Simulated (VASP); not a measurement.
Set up this calculation in VASP 6.6.1, as the native input.

| Property | Result |
| --- | --- |
| Task | relaxation of cell and atoms |
| Functional | PBE |
| Potentials or basis | VASP PAW PBE potentials, release 64 (Mg, S) |
| Cutoff | 600 eV |
| k mesh | 12 × 12 × 4 |
| Occupations | gaussian, width 0.1 eV |
| Spin | no spin polarisation |
| Dipole correction | no |
| Further INCAR settings | ALGO = Normal; EDIFF = 1e-07; IBRION = 2; EDIFFG = -0.01; NSW = 100; ISIF = 3 |

The structure of MgS5 lies in POSCAR:

```
MgS5
1.0
    3.2067572857      0.0000000000      0.0000000000
   -1.6033786429      2.7771332732      0.0000000000
    0.0000000000      0.0000000000     14.4894991733
Mg S
1 5
Direct
    0.0000000000      0.0000000000      0.0000000000
    0.6666666667      0.3333333333      0.8753385648
    0.0000000000      0.0000000000      0.6115102312
    0.6666666667      0.3333333333      0.5000000000
    0.0000000000      0.0000000000      0.3884897688
    0.6666666667      0.3333333333      0.1246614352
```

The input as run:

INCAR

```
ALGO = Normal ; EDIFF = 1E-7
EDIFFG = -0.01 ; ENCUT = 600
GGA = PE ; IBRION = 2
ISIF = 3 ; ISMEAR = 0
LASPH = True ; LCHARG = False
LREAL = False ; LWAVE = False
NELM = 80 ; NSW = 100
PREC = Accurate ; SIGMA = 0.1
```

KPOINTS

```
k-points
0
Gamma
  12 12 4
```

Potentials or basis: VASP PAW PBE potentials, release 64 (Mg, S).

Run with:

```bash
$ cat potpaw_PBE.64/Mg/POTCAR potpaw_PBE.64/S/POTCAR > POTCAR
$ mpirun -np 1 vasp_std > vasp.out
```

Results of the run:

```json
{"Relaxed volume": "20.73 Å³/atom", "Relaxed cell": "a = 3.212 Å, b = 3.212 Å, c = 13.922 Å, α = 90.00°, β = 90.00°, γ = 120.00°", "Space group after relaxing (to 0.05 Å)": "P-6m2 (No. 187)", "Energy gained by relaxing": "0.7 meV/atom", "Ionic steps": "20", "Pressure after relaxing": "0.0 GPa", "Largest force after relaxing": "0.005 eV/Å", "Band gap on the k mesh": "zero (band 16 reaches 4.81 eV, above the bottom of band 17 at 3.04 eV)"}
```

It took 25 min on 1 thread of Intel(R) Xeon(R) Platinum 8375C CPU @ 2.90GHz (Ice Lake) (shared host), peak memory 0.42 GiB.
